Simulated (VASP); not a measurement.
Input of a VASP 6.6.1 run:

Contents of INCAR:

```
ALGO = Normal
DIPOL = 0.5 0.5 0.318
EDIFF = 1E-6
ENCUT = 520
GGA = PE
IDIPOL = 3
ISIF = 2
ISMEAR = 0
LASPH = True
LCHARG = True
LDIPOL = True
LELF = True
LREAL = False
LVACPOTAV = True
LVHAR = True
LWAVE = False
NBANDS = 52
NELM = 100
PREC = Accurate
SIGMA = 0.1
```

The input KPOINTS:

```
k-points
0
Gamma
  4 5 1
```

File POSCAR:

```
Hf8C
1.0
    6.4096340743      0.0000000000      0.0000000000
    0.0000000000      5.0676933206      0.0000000000
    0.0000000000      0.0000000000     18.9500687204
Hf C
8 1
Direct
    0.0000000000      0.7500000000      0.2110810287
    0.5000000000      0.7500000000      0.2110810287
    0.2500000000      0.2500000000      0.2599014843
    0.7500000000      0.2500000000      0.2599014843
    0.2500000000      0.7500000000      0.3455348617
    0.7500000000      0.7500000000      0.3455348617
    0.0000000000      0.2500000000      0.3931420424
    0.5000000000      0.2500000000      0.3931420424
    0.2500000000      0.6250000000      0.4444630055
```

Potentials or basis: VASP PAW PBE potentials, release 64 (Hf_pv, C).

The run is started by

```console
$ cat potpaw_PBE.64/Hf_pv/POTCAR potpaw_PBE.64/C/POTCAR > POTCAR
$ mpirun -np 1 vasp_std > vasp.out
```

(1) Estimate the largest force.

(2) Predict the band gap on the k mesh.

Answers

(1) 2.327 eV/Å.

(2) zero (bands 42 and 43 overlap by 0.50 eV).

Caveat: spin-orbit coupling is left out, which moves the levels of the heavy elements.
